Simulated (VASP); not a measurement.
Write the native input for VASP 6.6.1 that does the following.

| Property | Result |
| --- | --- |
| Task | single point |
| Functional | r2SCAN |
| Potentials or basis | VASP PAW PBE potentials, release 64 (Ga_d, N) |
| Cutoff | 520 eV |
| k mesh | 12 × 12 × 6 |
| Occupations | gaussian, width 0.05 eV |
| Spin | no spin polarisation |
| Dipole correction | no |
| Further INCAR settings | ALGO = Normal; EDIFF = 1e-06; NBANDS = 26 |

GaN:

```xyz
4
Lattice="3.1800 0.0000 0.0000 -1.5900 2.7540 0.0000 0.0000 0.0000 5.1660" Properties=species:S:1:pos:R:3 pbc="T T T"
Ga   -0.0878    1.7853   -0.1426
Ga    1.5022    0.8673    2.4404
N     0.0000    1.8360    1.9373
N     1.5900    0.9180    4.5203
```

This cell differs from its parent crystal: all Ga atoms moved +0.175 Å, as atom 1 towards its neighbour atom 2 (Ga) at 3.169 Å.

The input as run:

POSCAR

```
GaN
1.0
    3.1799996605      0.0000000000      0.0000000000
   -1.5899998303      2.7539604900      0.0000000000
    0.0000000000      0.0000000000      5.1660000000
Ga N
2 2
Direct
    0.2965185882      0.6482592941     -0.0276110589
    0.6298519215      0.3149259608      0.4723889411
    0.3333333333      0.6666666667      0.3750000000
    0.6666666667      0.3333333333      0.8750000000
```

INCAR.step1

```
SYSTEM = GaN
ALGO = Normal
EDIFF = 1E-4
ENCUT = 520
GGA = PE
ISMEAR = 0
LASPH = .True.
LCHARG = .False.
LREAL = .False.
LWAVE = .True.
NBANDS = 26
NELM = 80
PREC = Accurate
SIGMA = 0.05
```

INCAR.step2

```
SYSTEM = GaN
ALGO = Normal
EDIFF = 1E-6
ENCUT = 520
ISIF = 2
ISMEAR = 0
ISTART = 1
LASPH = .True.
LCHARG = .True.
LELF = .True.
LMIXTAU = .True.
LREAL = .False.
LVHAR = .True.
LWAVE = .False.
METAGGA = R2SCAN
NBANDS = 26
NELM = 80
PREC = Accurate
SIGMA = 0.05
```

KPOINTS

```
k-points
0
Gamma
  12 12 6
  0 0 0
```

Potentials or basis: VASP PAW PBE potentials, release 64 (Ga_d, N).

Command:

```bash
$ cat potpaw_PBE.64/Ga_d/POTCAR potpaw_PBE.64/N/POTCAR > POTCAR
$ cp INCAR.step1 INCAR
$ mpirun -np 1 vasp_std > vasp.out
$ cp INCAR.step2 INCAR
$ mpirun -np 1 vasp_std > vasp.out
```

Results of the run:

The pressure is 5.1 GPa, the largest force is 2.495 eV/Å and the band gap on the k mesh is 2.23 eV.

Caveat: the cell differs from its parent crystal (all Ga atoms moved +0.175 Å, as atom 1 towards its neighbour atom 2 (Ga) at 3.169 Å); the cell stands under pressure; the PAW data sets were made with another functional, which shifts forces and pressure a little.

Run time: 4.9 min on 1 thread of Intel(R) Xeon(R) 6975P-C (Granite Rapids), with other jobs on the host, peak memory 0.35 GiB.
